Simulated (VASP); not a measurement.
# SnO2 (Amm2) in VASP: a series of runs

Runs on SnO2. Level: PBE. Tasks: single point.

Program: VASP 6.6.1. These are calculated values, not measurements. Logs are shortened: lines on timing, memory, paths and dates and some standing lists are left out, and cuts for length are marked.

## Step 1: The cell of the first run

Symmetry: Amm2, No. 38, orthorhombic system. The conventional cell has a = 3.186 Å, b = 6.700 Å, c = 6.700 Å, α = 90.00°, β = 90.00°, γ = 90.00°. Within 2.6 Å of Sn (site symmetry mm2) lie 6 O at 1.94 to 2.16 Å. Sn (site symmetry mm2) has 6 O at 2.05 to 2.06 Å within 2.7 Å. O (site symmetry mm2) has 3 Sn at 1.94 to 2.06 Å and 1 O at 2.60 Å within 2.7 Å. O (site symmetry m) has 3 Sn at 2.05 to 2.06 Å and 1 O at 2.60 Å within 2.7 Å. O (site symmetry mm2) has 3 Sn at 2.06 to 2.16 Å and 1 O at 2.60 Å within 2.7 Å.

## Step 2: Single point, PBE (atom 1 (Sn) moved +0.113 Å towards its neighbour atom 3 (O) at 2.048 Å)

Contents of INCAR:

```
PREC = Accurate
ENCUT = 520
EDIFF = 1E-6
ISMEAR = 0
SIGMA = 0.05
LREAL = False
LASPH = True
NELM = 80
ALGO = Normal
ISIF = 2
LWAVE = False
LCHARG = False
GGA = PE
NBANDS = 35
```

Contents of KPOINTS:

```
regular mesh
0
Gamma
  6 6 8
```

Contents of POSCAR:

```
SnO2
1.0
    4.7373500000      0.0000000000      0.0000000000
    0.0000000000      4.7373500000      0.0000000000
    0.0000000000      0.0000000000      3.1864000000
Sn O
2 4
Direct
    0.0167919856      0.0167919856      0.0000000000
    0.5000000000      0.5000000000      0.5000000000
    0.3056200000      0.3056200000      0.0000000000
    0.1943800000      0.8056200000      0.5000000000
    0.6943800000      0.6943800000      0.0000000000
    0.8056200000      0.1943800000      0.5000000000
```

Potentials or basis: VASP PAW PBE potentials, release 64 (Sn_d, O).

Launch:

```
$ cat potpaw_PBE.64/Sn_d/POTCAR potpaw_PBE.64/O/POTCAR > POTCAR
$ mpirun -np 1 vasp_std > vasp.out
```

OUTCAR:

```text
PREC = Accurate
   ENCUT = 520
   EDIFF = 1E-6
   ISMEAR = 0
   LREAL = False
   LASPH = True
   NELM = 80
   ISIF = 2
   GGA = PE

 ion  position               nearest neighbor table
   1  0.017  0.017  0.000-   3 1.94   4 2.06   6 2.06   4 2.06   6 2.06   5 2.16   2 3.61   2 3.61
                             2 3.71   2 3.71   2 3.71   2 3.71
   2  0.500  0.500  0.500-   4 2.05   6 2.05   5 2.06   3 2.06   3 2.06   5 2.06   1 3.61   1 3.61
                             1 3.71   1 3.71   1 3.71   1 3.71
   3  0.306  0.306  0.000-   1 1.94   2 2.06   2 2.06
   4  0.194  0.806  0.500-   2 2.05   1 2.06   1 2.06
   5  0.694  0.694  0.000-   2 2.06   2 2.06   1 2.16
   6  0.806  0.194  0.500-   2 2.05   1 2.06   1 2.06

  LATTYP: Found a simple tetragonal cell.
 ALAT       =     4.7373500000
 C/A-ratio  =     0.6726123255

  Lattice vectors:

 A1 = (   4.7373500000,   0.0000000000,   0.0000000000)
 A2 = (   0.0000000000,   4.7373500000,   0.0000000000)
 A3 = (   0.0000000000,   0.0000000000,   3.1864000000)

Analysis of symmetry for initial positions (statically):
=====================================================================
 Subroutine PRICEL returns:
 Original cell was already a primitive cell.

 Routine SETGRP: Setting up the symmetry group for a
 simple tetragonal supercell.

 Subroutine GETGRP returns: Found  4 space group operations
 (whereof  4 operations were pure point group operations)
 out of a pool of 16 trial point group operations.

The static configuration has the point symmetry C_2v.

Analysis of symmetry for dynamics (positions and initial velocities):
=====================================================================
 Subroutine PRICEL returns:
 Original cell was already a primitive cell.

 Routine SETGRP: Setting up the symmetry group for a
 simple tetragonal supercell.

 Subroutine GETGRP returns: Found  4 space group operations
 (whereof  4 operations were pure point group operations)
 out of a pool of 16 trial point group operations.

The dynamic configuration has the point symmetry C_2v.

 Subroutine INISYM returns: Found  4 space group operations
 (whereof  4 operations are pure point group operations),
 and found     1 'primitive' translations

----------------------------------------------------------------------------------------

                                     Primitive cell

  volume of cell :      71.5107

  direct lattice vectors                    reciprocal lattice vectors
     4.737350000  0.000000000  0.000000000     0.211088478  0.000000000  0.000000000
     0.000000000  4.737350000  0.000000000     0.000000000  0.211088478  0.000000000
     0.000000000  0.000000000  3.186400000     0.000000000  0.000000000  0.313833794

  length of vectors
     4.737350000  4.737350000  3.186400000     0.211088478  0.211088478  0.313833794

  position of ions in fractional coordinates (direct lattice)
     0.016791986  0.016791986  0.000000000
     0.500000000  0.500000000  0.500000000
     0.305620000  0.305620000  0.000000000
     0.194380000  0.805620000  0.500000000
     0.694380000  0.694380000  0.000000000
     0.805620000  0.194380000  0.500000000

  ion indices of the primitive-cell ions
   primitive index   ion index
                 1           1
                 2           2
                 3           3
                 4           4
                 5           5
                 6           6

----------------------------------------------------------------------------------------

 KPOINTS: regular mesh

Automatic generation of k-mesh.
 Grid dimensions read from file:
 generate k-points for:    6    6    8

 Generating k-lattice:

  Cartesian coordinates                     Fractional coordinates (reciprocal lattice)
     0.035181413  0.000000000  0.000000000     0.166666667  0.000000000  0.000000000
     0.000000000  0.035181413  0.000000000     0.000000000  0.166666667  0.000000000
     0.000000000  0.000000000  0.039229224     0.000000000  0.000000000  0.125000000

  Length of vectors
     0.035181413  0.035181413  0.039229224

  Shift w.r.t. Gamma in fractional coordinates (k-lattice)
     0.000000000  0.000000000  0.000000000

 Subroutine IBZKPT returns following result:
 ===========================================

 Found     65 irreducible k-points:

 Following reciprocal coordinates:
            Coordinates               Weight
  0.000000  0.000000  0.000000      1.000000
  0.166667  0.000000  0.000000      4.000000
  0.333333  0.000000  0.000000      4.000000
  0.500000  0.000000  0.000000      2.000000
  0.166667  0.166667  0.000000      2.000000
 -0.166667  0.166667  0.000000      2.000000
[... 16 lines left out ...]
  0.333333  0.333333  0.125000      4.000000
 -0.333333  0.333333  0.125000      4.000000
 [... further k-points ...]
   k-points           NKPTS =     65   k-points in BZ     NKDIM =     65   number of bands    NBANDS=     35
   number of dos      NEDOS =    301   number of ions     NIONS =      6
   total plane-waves  NPLWV =  31104
   dimension x,y,z NGX =    36 NGY =   36 NGZ =   24
   dimension x,y,z NGXF=    72 NGYF=   72 NGZF=   48
   ions per type =               2   4
   NGX,Y,Z   is equivalent  to a cutoff of  12.63, 12.63, 12.52 a.u.
   NGXF,Y,Z  is equivalent  to a cutoff of  25.27, 25.27, 25.04 a.u.
 SYSTEM =  unknown system
   PREC   = accura    normal or accurate (medium, high low for compatibility)
   ISTART =      0    job   : 0-new  1-cont  2-samecut
   ICHARG =      2    charge: 1-file 2-atom 10-const
   ISPIN  =      1    spin polarized calculation?
   LNONCOLLINEAR =      F non collinear calculations
   LSORBIT =      F    spin-orbit coupling
   LASPH  =      T    aspherical Exc in radial PAW
   ENCUT  =  520.0 eV  38.22 Ry    6.18 a.u.   8.81  8.81  5.92*2*pi/ulx,y,z
   NELM   =     80;   NELMIN=  2; NELMDL= -5     # of ELM steps
   EDIFF  = 0.1E-05   stopping-criterion for ELM
   LREAL  =      F    real-space projection
   EDIFFG = 0.1E-04   stopping-criterion for IOM
   NSW    =      0    number of steps for IOM
   IBRION =     -1    ionic relax: 0-MD 1-quasi-New 2-CG
   NFREE  =      0    steps in history (QN), initial steepest desc. (CG)
   ISIF   =      2    stress and relaxation
   ISYM   =      2    0-nonsym 1-usesym 2-fastsym
   POTIM  = 0.5000    time-step for ionic-motion
   TEBEG  =    0.0;   TEEND  =   0.0 temperature during run
   PSTRESS=    0.0 pullay stress
   NELECT =      52.0000    total number of electrons
   NUPDOWN=      -1.0000    fix difference up-down
   EMIN   =  10.00;   EMAX   =-10.00  energy-range for DOS
   EFERMI =   0.00;   METHOD = LEGACY
   ISMEAR =     0;   SIGMA  =   0.05  broadening in eV -4-tet -1-fermi 0-gaus
   EFERMI_NEDOS =   21; number of points for ismear=-14 and -15
   IALGO  =     38    algorithm
   IMIX   =      4    mixing-type and parameters
     AMIX     =   0.40;   BMIX     =  1.00
     AMIX_MAG =   1.60;   BMIX_MAG =  1.00
  volume/ion in A,a.u.               =      11.92        80.43
  Fermi-wavevector in a.u.,A,eV,Ry     =   1.472150  2.781961 29.486913  2.167227
  Thomas-Fermi vector in A             =   2.587200
   LORBIT       =      0    0 simple, 1 ext, 2 COOP (PROOUT), +10 PAW based schemes
   GGA     = PE    functional components
   LHFCALC =     F    Hartree Fock is set to
   AEXX    =    0.0000 exact exchange contribution
   IVDW    =     0    specifies the selected vdW correction
   LEPSILON=     F    determine dielectric tensor
   LRPA    =     F    only Hartree local field effects (RPA)
 non-spin polarized calculation
 Gauss-broadening in eV      SIGMA  =   0.05
  energy-cutoff  :      520.00
  volume of cell :       71.51
 maximum number of plane-waves:      1992
   NGX = 17   NGY = 17   NGZ = 11

 number of electron      51.9999990 magnetization

 Free energy of the ion-electron system (eV)
  ---------------------------------------------------
  ext. energy  EPLUGINS =         0.00000000
  ---------------------------------------------------
  free energy    TOTEN  =       -37.00161313 eV

  energy without entropy =      -37.00161313  energy(sigma->0) =      -37.00161313

 E-fermi :   6.5384     XC(G=0): -11.2609

 val. band max:        6.2302179076   @ k =   0.0000   0.0000   0.0000
 cond. band min:       7.3883761230   @ k =   0.0000   0.0000   0.0000
 fundamental gap:      1.1581582154
 Fermi energy:         6.5384400137

 k-point     1 :       0.0000    0.0000    0.0000
  band No.  band energies     occupation
      1     -15.0288      2.00000
      2     -14.1643      2.00000
      3     -13.9234      2.00000
      4     -13.8867      2.00000
      5     -13.8818      2.00000
      6     -13.8667      2.00000
[... 27 lines left out ...]
     34      18.4342      0.00000
     35      18.7681      0.00000

 k-point     2 :       0.1667    0.0000    0.0000
  band No.  band energies     occupation
      1     -14.9885      2.00000
      2     -14.2224      2.00000
      3     -13.9260      2.00000
      4     -13.8909      2.00000
      5     -13.8848      2.00000
      6     -13.8799      2.00000
[... 27 lines left out ...]
     34      18.3842      0.00000
     35      18.7779      0.00000

 k-point     3 :       0.3333    0.0000    0.0000
  band No.  band energies     occupation
      1     -14.8770      2.00000
      2     -14.3899      2.00000
      3     -13.9316      2.00000
      4     -13.9086      2.00000
      5     -13.8807      2.00000
      6     -13.8760      2.00000
[... 27 lines left out ...]
     34      18.4644      0.00000
     35      18.7173      0.00000
[... 723 lines left out ...]
 k-point    23 :       0.3333    0.3333    0.1250
  band No.  band energies     occupation
      1     -14.7748      2.00000
      2     -14.5396      2.00000
      3     -14.0376      2.00000
      4     -14.0312      2.00000
      5     -13.8689      2.00000
      6     -13.8514      2.00000
[... 27 lines left out ...]
     34      18.4969      0.00000
     35      18.6050      0.00000

 k-point    24 :      -0.3333    0.3333    0.1250
  band No.  band energies     occupation
      1     -14.7946      2.00000
      2     -14.5160      2.00000
      3     -14.0463      2.00000
      4     -14.0245      2.00000
      5     -13.8758      2.00000
      6     -13.8410      2.00000
[... 27 lines left out ...]
     34      18.5179      0.00000
     35      18.6238      0.00000

 [... further k-points ...]

------------------------ aborting loop because EDIFF is reached ----------------------------------------

  FORCE on cell =-STRESS in cart. coord.  units (eV):
  Direction    XX          YY          ZZ          XY          YZ          ZX
  --------------------------------------------------------------------------------------
  -------------------------------------------------------------------------------------
  Total        5.4565992      5.4565992      5.8406800      0.8974935      0.0000000      0.0000000
  in kB      122.2535277    122.2535277    130.8587477     20.1080824      0.0000000      0.0000000
  external PRESSURE =     125.1219344 kB  Pullay stress =       0.0000000 kB

 VOLUME and BASIS-vectors are now :
 -----------------------------------------------------------------------------
  energy-cutoff  :      520.00
  volume of cell :       71.51
      direct lattice vectors                 reciprocal lattice vectors
     4.737350000  0.000000000  0.000000000     0.211088478  0.000000000  0.000000000
     0.000000000  4.737350000  0.000000000     0.000000000  0.211088478  0.000000000
     0.000000000  0.000000000  3.186400000     0.000000000  0.000000000  0.313833794

 POSITION                                       TOTAL-FORCE (eV/Angst)
 -----------------------------------------------------------------------------------
      0.07955      0.07955      0.00000        -2.106697     -2.106697      0.000000
      2.36868      2.36868      1.59320         0.751283      0.751283      0.000000
      1.44783      1.44783      0.00000         0.891146      0.891146      0.000000
      0.92085      3.81650      1.59320         0.045931      0.031360      0.000000
      3.28952      3.28952      0.00000         0.386977      0.386977      0.000000
      3.81650      0.92085      1.59320         0.031360      0.045931      0.000000
 -----------------------------------------------------------------------------------
    total drift:                               -0.000499     -0.000499      0.000005

  FREE ENERGIE OF THE ION-ELECTRON SYSTEM (eV)
  ---------------------------------------------------
  free  energy   TOTEN  =       -37.0016131316 eV

  energy  without entropy=      -37.0016131316  energy(sigma->0) =      -37.00161313
```

Run time: 2.4 min. Hardware: 1 thread of Intel Xeon 8259CL, shared host; peak memory 0.26 GiB.

What came out:

- Free energy: -37.0016 eV
- Pressure: 12.5 GPa
- Largest force: 2.979 eV/Å
- Band gap on the k mesh: 1.16 eV

Forces on the atoms (eV/Å):
```
Sn  -2.107 -2.107  0.000
Sn   0.751  0.751  0.000
O    0.891  0.891  0.000
O    0.046  0.031  0.000
O    0.387  0.387  0.000
O    0.031  0.046  0.000
```

Stress tensor (GPa, compression positive):
```
12.23  2.01  0.00
 2.01 12.23  0.00
 0.00  0.00 13.09
```

Caveat: the cell differs from its parent crystal (atom 1 (Sn) moved +0.113 Å towards its neighbour atom 3 (O) at 2.048 Å); the cell stands under pressure; spin-orbit coupling is left out, which moves the levels of the heavy elements; forces of over 1 eV/Å act on the atoms, so gaps and moduli don't describe the material at rest.

[end of part 1 of 2]
